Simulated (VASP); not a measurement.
The system is FeO.

```
Fe O
1.0
     0.00000    2.12627    2.12627
     2.12627    0.00000    2.12627
     2.12627    2.12627    0.00000
Fe O
1 1
Direct
  0.00000 0.00000 0.00000
  0.50000 0.50000 0.50000
```

Base run:

- Program: VASP 6.6.1
- Functional: BLYP
- Dispersion: D4
- Potentials or basis: VASP PAW PBE potentials, release 64 (Fe_sv, O)
- Cutoff: 700 eV
- k mesh: 11 × 11 × 11
- Occupations: fermi-dirac, width 0.05 eV
- Spin: collinear spin, ferromagnetic start
- Starting moments: [3.0, 0.0] μB

Its results: band gap on the k mesh zero (filled and empty bands overlap); pressure 7.9 GPa; net moment 4.00 μB per cell; site moments Fe +3.46; O +0.32 μB.

The run is repeated on the same cell with these changes: functional from BLYP to revPBE; dispersion from D4 to none. What comes out?

Band gap on the k mesh zero (filled and empty bands overlap); pressure 11.1 GPa; net moment 4.00 μB per cell; site moments Fe +3.48; O +0.30 μB.

Several settings changed at once.

Caveats: the cell stands under pressure; the PAW data sets were made with another functional, which shifts forces and pressure a little; a cell with one magnetic atom can't hold antiferromagnetic order, which such compounds often take; semilocal functionals often make such compounds metallic where correlation or magnetic order opens a gap, which also shifts bond lengths.
